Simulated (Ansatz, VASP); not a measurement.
**One calculation of SnTe, two programs**

File INCAR:

```
ALGO = Normal
EDIFF = 1E-8
ENCUT = 520
GGA = PE
ISIF = 2
ISMEAR = -1
LASPH = T
LCHARG = F
LEFG = T
LREAL = F
LWAVE = F
NBANDS = 17
NELM = 80
PREC = Accurate
SIGMA = 0.08
```

The input KPOINTS:

```
k-points
0
Gamma
  11 11 11
```

POSCAR

```
SnTe
1.0
    0.0000000000      3.1249350000      3.1565000000
    3.1249350000      0.0000000000      3.1565000000
    3.1249350000      3.1249350000      0.0000000000
Sn Te
1 1
Direct
    0.0000000000      0.0000000000      0.0000000000
    0.5000000000      0.5000000000      0.5000000000
```

Input for Ansatz:

```yaml
crystal:
  lattice:
    - [0.0, 3.124935, 3.1565]
    - [3.124935, 0.0, 3.1565]
    - [3.124935, 3.124935, 0.0]
  atoms:
    - { symbol: Sn, position: [0.0, 0.0, 0.0] }
    - { symbol: Te, position: [0.5, 0.5, 0.5] }
kpoints:
  mp_grid: { grid: [11, 11, 11] }
scf:
  occupations: { method: fermi_dirac, width: 0.08 }
hamiltonian:
  xc: pbe
  pseudopotentials: { kind: all_electron, datasets: crystal }
output:
  forces: true
  stress: true
  eigenvalues: true
  efg: { contact_densities: true }
```

Change from the starting cell: equal xx and yy strain of -1 %, crystal datasets.

Alike in both runs: task electric field gradients; functional PBE; k mesh 11 × 11 × 11; occupations fermi-dirac, width 0.08 eV; no spin polarisation.

|  | VASP | Ansatz |
| --- | --- | --- |
| version | VASP 6.6.1 | Ansatz 0.2.0 |
| potentials or method | VASP PAW PBE potentials, release 64 (Sn_d, Te), cutoff 520 eV | all-electron PAW with datasets made for the crystal, scalar-relativistic |

VASP gave:

```
pressure (GPa)                                                : 3.1
traceless stress, the component that is largest in VASP (GPa) : -0.96
size of Vzz on the site where it differs most (V/Å²)          : 14.9
```

Q: Estimate Ansatz's values.

A: Pressure (GPa): 3.1; traceless stress, the component that is largest in VASP (GPa): -0.95; size of Vzz on the site where it differs most (V/Å²): 15.3.

Ansatz ran all-electron here, and VASP with PAW potentials.

Spin-orbit coupling is off throughout.
